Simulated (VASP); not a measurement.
Crystal: SnO.

```
CELL_PARAMETERS angstrom
3.81370 0.00000 0.00000
0.00000 3.81370 0.00000
0.00000 0.00000 4.88691
ATOMIC_POSITIONS crystal
Sn 0.50000 0.00000 0.76463
Sn 0.00000 0.50000 0.23537
O 0.00000 0.00000 0.00000
O 0.50000 0.50000 0.00000
```

Program: VASP 6.6.1. Alike in all runs: task single point; potentials or basis VASP PAW PBE potentials, release 64 (Sn_d, O); no spin polarisation; cell as given; cutoff (eV) 520.

Problem. Order these runs on this cell by their pressure, lowest first.
A. level PBE; k mesh 7 × 7 × 6; smearing gaussian 0.022 eV
B. level PBE+D3(BJ); k mesh 7 × 7 × 6; smearing fermi-dirac 0.05 eV
C. level PBEsol; k mesh 7 × 7 × 6; smearing fermi-dirac 0.05 eV
D. level revPBE; k mesh 4 × 4 × 3; smearing fermi-dirac 0.05 eV
E. level BLYP; k mesh 4 × 4 × 3; smearing fermi-dirac 0.05 eV

Solution. C (-0.3 GPa), B (1.8 GPa), A (3.8 GPa), D (5.7 GPa), E (8.4 GPa).

Caveats: some runs use coarse meshes; the PAW data sets were made with another functional, which shifts forces and pressure a little (some runs).
